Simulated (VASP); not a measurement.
A run of VASP 6.6.1 is set up as follows.

File INCAR:

```
PREC = Accurate
ENCUT = 520
EDIFF = 1E-6
ISMEAR = 0
SIGMA = 0.1
LREAL = F
LASPH = T
NELM = 60
ALGO = Fast
ISIF = 2
LWAVE = F
LCHARG = F
GGA = PE
NBANDS = 31
```

Contents of KPOINTS:

```
regular mesh
0
Gamma
  10 10 14
```

Contents of POSCAR:

```
Ta3Ga
1.0
    4.4261506016      0.0000000000      0.0000000000
    0.0000000000      4.4261506016      0.0000000000
    0.0000000000      0.0000000000      3.5516923263
Ta Ga
3 1
Direct
    0.0000000000      0.5000000000      0.5000000000
    0.0000000000      0.0000000000      0.0000000000
    0.5000000000      0.0000000000      0.5000000000
    0.5000000000      0.5000000000      0.0000000000
```

Potentials or basis: VASP PAW PBE potentials, release 64 (Ta_pv, Ga_d).

Command:

```sh
$ cat potpaw_PBE.64/Ta_pv/POTCAR potpaw_PBE.64/Ga_d/POTCAR > POTCAR
$ mpirun -np 1 vasp_std > vasp.out
```

(1) Estimate the pressure.

(2) Estimate the band gap on the k mesh.

## Answers

(1) 0.2 GPa.

(2) zero (bands 23 and 24 overlap by 1.09 eV).

Caveat: spin-orbit coupling is left out, which moves the levels of the heavy elements.
